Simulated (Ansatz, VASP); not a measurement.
# Two plane-wave programs on SrTiO3

```
CELL_PARAMETERS angstrom
3.89114 0.00000 0.00000
0.00000 3.89114 0.00000
0.00000 0.00000 3.89114
ATOMIC_POSITIONS crystal
Sr 0.00000 0.00000 0.00000
Ti 0.50000 0.50000 0.50000
O 0.50000 0.00000 0.50000
O 0.50000 0.50000 0.00000
O 0.00000 0.50000 0.50000
```

Alike in both runs: task single point; functional PBEsol; k mesh 6 × 6 × 6; occupations gaussian, width 0.02 eV; no spin polarisation.

```csv
,VASP,Ansatz
version,VASP 6.6.1,Ansatz 0.2.0
potentials or method,"VASP PAW PBE potentials, release 64 (Sr_sv, Ti_sv, O), cutoff 520 eV","scalar-relativistic, plane waves, PAW"
valence electrons in the cell,40,40
```

Ansatz gave:

* gap on the k mesh at the Fermi level (eV): 1.85
* least direct gap on the mesh (eV): 2.19
* pressure (GPa): 0.0

What did VASP give for the same quantities?

gap on the k mesh at the Fermi level (eV): 1.82; least direct gap on the mesh (eV): 2.17; pressure (GPa): 0.7.

VASP's potentials were made for PBE, not for PBEsol.
